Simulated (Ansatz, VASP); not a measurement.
# Pd in VASP and in Ansatz

```
Pd
1.0
     0.00000    2.67843    2.67843
     2.67843    0.00000    2.67843
     2.67843    2.67843    0.00000
Pd
2
Direct
  0.78500 0.90500 0.90500
  0.21500 0.09500 0.09500
```

Change from the starting cell: shortest bond scaled by 0.76, PAW files.

Alike in both runs: task electric field gradients; functional r2SCAN; k mesh 10 × 10 × 10; occupations fermi-dirac, width 0.05 eV; no spin polarisation.

```csv
,VASP,Ansatz
version,VASP 6.6.1,Ansatz 0.2.0
potentials or method,"VASP PAW PBE potentials, release 64 (Pd)","PAW with Ansatz's default frozen-core files, scalar-relativistic"
plane-wave cutoff (eV),440,500
valence electrons in the cell,20,36
```

Ansatz gave:

* pressure (GPa): 82.6
* traceless stress, the component that is largest in VASP (GPa): -85.66
* rms of the force components (eV/Å): 19.303
* size of Vzz on the site where it differs most (V/Å²): 323.4

Question: Estimate VASP's values.

Answer: Pressure (GPa): 50.1; traceless stress, the component that is largest in VASP (GPa): -54.20; rms of the force components (eV/Å): 11.865; size of Vzz on the site where it differs most (V/Å²): 150.2.

VASP's potentials were made for PBE, not for r2SCAN. Atom by atom the forces differ by 7.439 eV/Å (rms over components). The pressures are high and differ by over a tenth, so treat them with care. VASP's potentials hold 20 valence electrons a cell and Ansatz's 36, so a difference there can come from the potentials and not from the codes.
